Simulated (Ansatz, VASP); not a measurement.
## MgS in VASP and in Ansatz

```
Mg S
1.0
     0.00000    2.85396    2.80875
     2.85396    0.00000    2.80875
     2.85396    2.85396    0.00000
Mg S
1 1
Cartesian
  0.0000 0.0000 0.0000
  1.4270 1.4270 1.4044
```

Change from the starting cell: strained cell.

Alike in both runs: task relaxation of the atoms; functional PBEsol; k mesh 6 × 6 × 6; occupations gaussian, width 0.02 eV; no spin polarisation.

|  | VASP | Ansatz |
| --- | --- | --- |
| version | VASP 6.6.1 | Ansatz 0.2.0 |
| potentials or method | VASP PAW PBE potentials, release 64 (Mg, S), cutoff 520 eV | scalar-relativistic, plane waves, PAW |
| valence electrons in the cell | 8 | 16 |

|  | VASP | Ansatz | Ansatz less VASP |
| --- | --- | --- | --- |
| gap on the k mesh at the Fermi level, each at its own relaxed structure (eV) | 3.23 | 3.23 | -0.002 |

VASP's potentials were made for PBE, not for PBEsol, and Ansatz warns of the same on its side. VASP's potentials hold 8 valence electrons a cell and Ansatz's 16, so a difference there can come from the potentials and not from the codes. Ansatz's warnings: stress scf threshold loose.

Noted on VASP's run: the relaxation stopped at its first step, so nothing moved.
